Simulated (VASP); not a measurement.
# Se (P6/mmm) in VASP: further runs

The runs below take Se through single point, with PBE.

Everything below comes from runs of VASP 6.6.1. Logs are shortened: lines on timing, memory, paths and dates and some standing lists are left out, and cuts for length are marked.

## 1. The cell of the first run

The structure is hexagonal, space group P6/mmm (No. 191). Conventional cell: a = 2.484 Å, b = 2.484 Å, c = 2.291 Å, α = 90.00°, β = 90.00°, γ = 120.00°. Se (site symmetry 6/mmm) has 8 Se at 2.29 to 2.48 Å within 3.0 Å.

This isn't the form of Se at room conditions, which is trigonal, of chains.

## 2. Single point, PBE (12.24 Å³/atom)

Contents of INCAR:

```
  ALGO = Normal
  EDIFF = 1E-6
  ENCUT = 500
  GGA = PE
  GGA_COMPAT = False
  ISIF = 2
  ISMEAR = -1
  LASPH = True
  LCHARG = False
  LREAL = False
  LWAVE = False
  NBANDS = 9
  NELM = 120
  PREC = Accurate
  SIGMA = 0.1
```

Contents of KPOINTS:

```
k-points
0
Gamma
  16 16 15
```

Contents of POSCAR:

```
Se
1.0
    2.4837992436      0.0000000000      0.0000000000
   -1.2418996218      2.1510332429      0.0000000000
    0.0000000000      0.0000000000      2.2908341684
Se
1
Direct
    0.0000000000      0.0000000000      0.0000000000
```

Potentials or basis: VASP PAW PBE potentials, release 64 (Se).

Started as:

```sh
cat potpaw_PBE.64/Se/POTCAR > POTCAR
mpirun -np 1 vasp_std > vasp.out
```

OUTCAR:

```text
EDIFF = 1E-6
   ENCUT = 500
   GGA = PE
   ISIF = 2
   ISMEAR = -1
   LASPH = True
   LREAL = False
   NELM = 120
   PREC = Accurate

 ion  position               nearest neighbor table
   1  0.000  0.000  0.000-

  LATTYP: Found a hexagonal cell.
 ALAT       =     2.4837992436
 C/A-ratio  =     0.9223105186

  Lattice vectors:

 A1 = (   2.4837992436,   0.0000000000,   0.0000000000)
 A2 = (  -1.2418996218,   2.1510332429,   0.0000000000)
 A3 = (   0.0000000000,   0.0000000000,   2.2908341684)

Analysis of symmetry for initial positions (statically):
=====================================================================
 Subroutine PRICEL returns:
 Original cell was already a primitive cell.

 Routine SETGRP: Setting up the symmetry group for a
 hexagonal supercell.

 Subroutine GETGRP returns: Found 24 space group operations
 (whereof 24 operations were pure point group operations)
 out of a pool of 24 trial point group operations.

The static configuration has the point symmetry D_6h.

Analysis of symmetry for dynamics (positions and initial velocities):
=====================================================================
 Subroutine PRICEL returns:
 Original cell was already a primitive cell.

 Routine SETGRP: Setting up the symmetry group for a
 hexagonal supercell.

 Subroutine GETGRP returns: Found 24 space group operations
 (whereof 24 operations were pure point group operations)
 out of a pool of 24 trial point group operations.

The dynamic configuration has the point symmetry D_6h.

 Subroutine INISYM returns: Found 24 space group operations
 (whereof 24 operations are pure point group operations),
 and found     1 'primitive' translations

----------------------------------------------------------------------------------------

                                     Primitive cell

  volume of cell :      12.2393

  direct lattice vectors                    reciprocal lattice vectors
     2.483799244  0.000000000  0.000000000     0.402609028  0.232446431  0.000000000
    -1.241899622  2.151033243  0.000000000     0.000000000  0.464892862  0.000000000
     0.000000000  0.000000000  2.290834168     0.000000000  0.000000000  0.436522213

  length of vectors
     2.483799244  2.483799244  2.290834168     0.464892862  0.464892862  0.436522213

  position of ions in fractional coordinates (direct lattice)
     0.000000000  0.000000000  0.000000000

  ion indices of the primitive-cell ions
   primitive index   ion index
                 1           1

----------------------------------------------------------------------------------------

 KPOINTS: k-points

Automatic generation of k-mesh.
 Grid dimensions read from file:
 generate k-points for:   16   16   15

 Generating k-lattice:

  Cartesian coordinates                     Fractional coordinates (reciprocal lattice)
     0.025163064  0.014527902  0.000000000     0.062500000  0.000000000  0.000000000
     0.000000000  0.029055804  0.000000000     0.000000000  0.062500000  0.000000000
     0.000000000  0.000000000  0.029101481     0.000000000  0.000000000  0.066666667

  Length of vectors
     0.029055804  0.029055804  0.029101481

  Shift w.r.t. Gamma in fractional coordinates (k-lattice)
     0.000000000  0.000000000  0.000000000

 Subroutine IBZKPT returns following result:
 ===========================================

 Found    240 irreducible k-points:

 Following reciprocal coordinates:
            Coordinates               Weight
  0.000000  0.000000  0.000000      1.000000
  0.062500  0.000000  0.000000      6.000000
  0.125000  0.000000  0.000000      6.000000
  0.187500 -0.000000  0.000000      6.000000
  0.250000  0.000000  0.000000      6.000000
  0.312500 -0.000000  0.000000      6.000000
[... 16 lines left out ...]
  0.187500  0.187500  0.000000      6.000000
  0.250000  0.187500  0.000000     12.000000
 [... further k-points ...]
   k-points           NKPTS =    240   k-points in BZ     NKDIM =    240   number of bands    NBANDS=      9
   number of dos      NEDOS =    301   number of ions     NIONS =      1
   total plane-waves  NPLWV =   5832
   dimension x,y,z NGX =    18 NGY =   18 NGZ =   18
   dimension x,y,z NGXF=    36 NGYF=   36 NGZF=   36
   ions per type =               1
   NGX,Y,Z   is equivalent  to a cutoff of  12.05, 12.05, 13.06 a.u.
   NGXF,Y,Z  is equivalent  to a cutoff of  24.10, 24.10, 26.13 a.u.
 SYSTEM =  unknown system
   PREC   = accura    normal or accurate (medium, high low for compatibility)
   ISTART =      0    job   : 0-new  1-cont  2-samecut
   ICHARG =      2    charge: 1-file 2-atom 10-const
   ISPIN  =      1    spin polarized calculation?
   LNONCOLLINEAR =      F non collinear calculations
   LSORBIT =      F    spin-orbit coupling
   LASPH  =      T    aspherical Exc in radial PAW
   ENCUT  =  500.0 eV  36.75 Ry    6.06 a.u.   4.53  4.53  4.18*2*pi/ulx,y,z
   NELM   =    120;   NELMIN=  2; NELMDL= -5     # of ELM steps
   EDIFF  = 0.1E-05   stopping-criterion for ELM
   LREAL  =      F    real-space projection
   EDIFFG = 0.1E-04   stopping-criterion for IOM
   NSW    =      0    number of steps for IOM
   IBRION =     -1    ionic relax: 0-MD 1-quasi-New 2-CG
   NFREE  =      0    steps in history (QN), initial steepest desc. (CG)
   ISIF   =      2    stress and relaxation
   ISYM   =      2    0-nonsym 1-usesym 2-fastsym
   POTIM  = 0.5000    time-step for ionic-motion
   TEBEG  =    0.0;   TEEND  =   0.0 temperature during run
   PSTRESS=    0.0 pullay stress
   NELECT =       6.0000    total number of electrons
   NUPDOWN=      -1.0000    fix difference up-down
   EMIN   =  10.00;   EMAX   =-10.00  energy-range for DOS
   EFERMI =   0.00;   METHOD = LEGACY
   ISMEAR =    -1;   SIGMA  =   0.10  broadening in eV -4-tet -1-fermi 0-gaus
   EFERMI_NEDOS =   21; number of points for ismear=-14 and -15
   IALGO  =     38    algorithm
   IMIX   =      4    mixing-type and parameters
     AMIX     =   0.40;   BMIX     =  1.00
     AMIX_MAG =   1.60;   BMIX_MAG =  1.00
  volume/ion in A,a.u.               =      12.24        82.60
  Fermi-wavevector in a.u.,A,eV,Ry     =   1.290841  2.439336 22.670994  1.666271
  Thomas-Fermi vector in A             =   2.422648
   LORBIT       =      0    0 simple, 1 ext, 2 COOP (PROOUT), +10 PAW based schemes
   GGA     = PE    functional components
   LHFCALC =     F    Hartree Fock is set to
   AEXX    =    0.0000 exact exchange contribution
   IVDW    =     0    specifies the selected vdW correction
   LEPSILON=     F    determine dielectric tensor
   LRPA    =     F    only Hartree local field effects (RPA)
 non-spin polarized calculation
  energy-cutoff  :      500.00
  volume of cell :       12.24
 maximum number of plane-waves:       332
   NGX =  9   NGY =  9   NGZ =  9

 number of electron       6.0000000 magnetization

 Free energy of the ion-electron system (eV)
  ---------------------------------------------------
  ext. energy  EPLUGINS =         0.00000000
  ---------------------------------------------------
  free energy    TOTEN  =        -0.52980517 eV

  energy without entropy =       -0.51697273  energy(sigma->0) =       -0.52338895

 E-fermi :  13.8653     XC(G=0): -12.9643

 val. band max:       13.8533988755   @ k =   0.2500   0.1250   0.3333
 cond. band min:      13.9099956695   @ k =   0.1875  -0.0000   0.2667
 fundamental gap:      0.0565967940
 Fermi energy:        13.8653316301

 k-point     1 :       0.0000    0.0000    0.0000
  band No.  band energies     occupation
      1      -9.2509      2.00000
      2      17.3701      0.00000
      3      18.4624      0.00000
      4      18.4624      0.00000
      5      21.1764      0.00000
      6      26.1391      0.00000
      7      26.1391      0.00000
      8      29.0480      0.00000
      9      29.2083      0.00000

 k-point     2 :       0.0625    0.0000    0.0000
  band No.  band energies     occupation
      1      -9.1280      2.00000
      2      17.1260      0.00000
      3      17.4853      0.00000
      4      18.0647      0.00000
      5      21.7092      0.00000
      6      25.1115      0.00000
      7      26.7580      0.00000
      8      29.5933      0.00000
      9      31.0161      0.00000

 k-point     3 :       0.1250    0.0000    0.0000
  band No.  band energies     occupation
      1      -8.7598      2.00000
      2      14.5834      0.00152
      3      17.1478      0.00000
      4      17.8276      0.00000
      5      21.9506      0.00000
      6      24.2047      0.00000
      7      28.3388      0.00000
      8      31.0066      0.00000
      9      34.3537      0.00000

 k-point     4 :       0.1875   -0.0000    0.0000
  band No.  band energies     occupation
      1      -8.1488      2.00000
      2      11.7654      2.00000
      3      16.1008      0.00000
      4      18.3853      0.00000
      5      21.2707      0.00000
      6      24.4203      0.00000
      7      30.4930      0.00000
      8      32.8754      0.00000
      9      38.2186      0.00000

 k-point     5 :       0.2500    0.0000    0.0000
  band No.  band energies     occupation
      1      -7.3003      2.00000
      2       8.9602      2.00000
      3      15.1282      0.00001
      4      19.1348      0.00000
      5      20.3885      0.00000
      6      25.1760      0.00000
      7      33.0166      0.00000
      8      34.7245      0.00000
      9      36.5491      0.00000

 k-point     6 :       0.3125   -0.0000    0.0000
  band No.  band energies     occupation
      1      -6.2278      2.00000
      2       6.3001      2.00000
      3      14.3213      0.02071
      4      19.6443      0.00000
      5      20.0299      0.00000
      6      26.1899      0.00000
      7      34.2561      0.00000
      8      35.4288      0.00000
      9      35.8169      0.00000
[... 169 lines left out ...]
 k-point    21 :       0.3750    0.1250    0.0000
  band No.  band energies     occupation
      1      -3.3353      2.00000
      2       2.2115      2.00000
      3      10.0270      2.00000
      4      22.0228      0.00000
      5      22.6814      0.00000
      6      29.1415      0.00000
      7      31.1757      0.00000
      8      32.6886      0.00000
      9      38.1988      0.00000

 k-point    22 :       0.4375    0.1250    0.0000
  band No.  band energies     occupation
      1      -2.6152      2.00000
      2       1.2663      2.00000
      3       9.8896      2.00000
      4      22.3471      0.00000
      5      22.5908      0.00000
      6      30.2539      0.00000
      7      30.6609      0.00000
      8      31.5132      0.00000
      9      38.0608      0.00000

 k-point    23 :       0.1875    0.1875    0.0000
  band No.  band energies     occupation
      1      -5.9891      2.00000
      2       7.3294      2.00000
      3      10.1538      2.00000
      4      20.2363      0.00000
      5      25.1894      0.00000
      6      26.2363      0.00000
      7      30.0399      0.00000
      8      34.9331      0.00000
      9      38.3248      0.00000

 k-point    24 :       0.2500    0.1875    0.0000
  band No.  band energies     occupation
      1      -4.8385      2.00000
      2       5.4323      2.00000
      3       8.7909      2.00000
      4      21.1166      0.00000
      5      25.6345      0.00000
      6      27.4803      0.00000
      7      31.4519      0.00000
      8      33.4204      0.00000
      9      37.1294      0.00000

 [... further k-points ...]
[... 5 lines left out ...]
  --------------------------------------------------------------------------------------
  -------------------------------------------------------------------------------------
  Total       10.8043932     10.8043932     10.8321573      0.0000000     -0.0000000      0.0000000
  in kB     1414.3395949   1414.3395950   1417.9740242      0.0000000     -0.0000000      0.0000000
  external PRESSURE =    1415.5510714 kB  Pullay stress =       0.0000000 kB

 VOLUME and BASIS-vectors are now :
 -----------------------------------------------------------------------------
  energy-cutoff  :      500.00
  volume of cell :       12.24
      direct lattice vectors                 reciprocal lattice vectors
     2.483799244  0.000000000  0.000000000     0.402609028  0.232446431  0.000000000
    -1.241899622  2.151033243  0.000000000     0.000000000  0.464892862  0.000000000
     0.000000000  0.000000000  2.290834168     0.000000000  0.000000000  0.436522213

 POSITION                                       TOTAL-FORCE (eV/Angst)
 -----------------------------------------------------------------------------------
      0.00000      0.00000      0.00000         0.000000      0.000000      0.000000
 -----------------------------------------------------------------------------------
    total drift:                               -0.000000      0.000000      0.000000

  FREE ENERGIE OF THE ION-ELECTRON SYSTEM (eV)
  ---------------------------------------------------
  free  energy   TOTEN  =        -0.5298051720 eV

  energy  without entropy=       -0.5169727266  energy(sigma->0) =       -0.52338895
```

It took 10 s on 1 thread of Intel Xeon Platinum 8488C (Sapphire Rapids), shared host; peak memory 0.14 GiB.

What came out:

```
Free energy            : -0.5298 eV
Pressure               : 141.6 GPa
Band gap on the k mesh : zero (bands 3 and 4 overlap by 13.95 eV)
```

Caveat: the cell stands under pressure.

## 3. Single point, PBE

This run uses another cell than the first one, of 22.25 Å³/atom.

Contents of INCAR:

```
PREC = Accurate ; ENCUT = 500
EDIFF = 1E-6 ; ISMEAR = -1
SIGMA = 0.1 ; LREAL = False
LASPH = True ; NELM = 120
ALGO = Normal ; ISIF = 2
LWAVE = False ; LCHARG = True
GGA = PE ; LELF = True
LVHAR = True ; NBANDS = 9
GGA_COMPAT = False
```

Contents of KPOINTS:

```
Automatic mesh
0
Gamma
  16 16 15
```

Contents of POSCAR:

```
Se
1.0
    3.1320713901      0.0000000000      0.0000000000
   -1.5660356950      2.7124533903      0.0000000000
    0.0000000000      0.0000000000      2.6193928555
Se
1
Direct
    0.0000000000      0.0000000000      0.0000000000
```

Potentials or basis: VASP PAW PBE potentials, release 64 (Se).

Started as:

```sh
cat potpaw_PBE.64/Se/POTCAR > POTCAR
mpirun -np 1 vasp_std > vasp.out
```

Wall time 12 s (1 thread of Intel Xeon Platinum 8488C (Sapphire Rapids), shared host); peak memory 0.16 GiB.

Results (log left out):

```
Free energy            : -3.1148 eV
Pressure               : 0.0 GPa
Band gap on the k mesh : zero (bands 3 and 4 overlap by 5.77 eV)
```

Levels at points of the mesh, in eV from the Fermi level:
```
           k point  band 1  band 2  band 3  band 4  band 5  band 6  band 7  band 8
(0.00, 0.00, 0.00)  -15.78    1.08    1.08    3.93    7.32   10.51   10.95   10.95
(0.50, 0.00, 0.00)  -13.76   -6.23   -0.78    5.20    5.76   13.00   16.41   16.75
```

The gap in the log of VASP goes by the Fermi energy; the results here count the filled bands.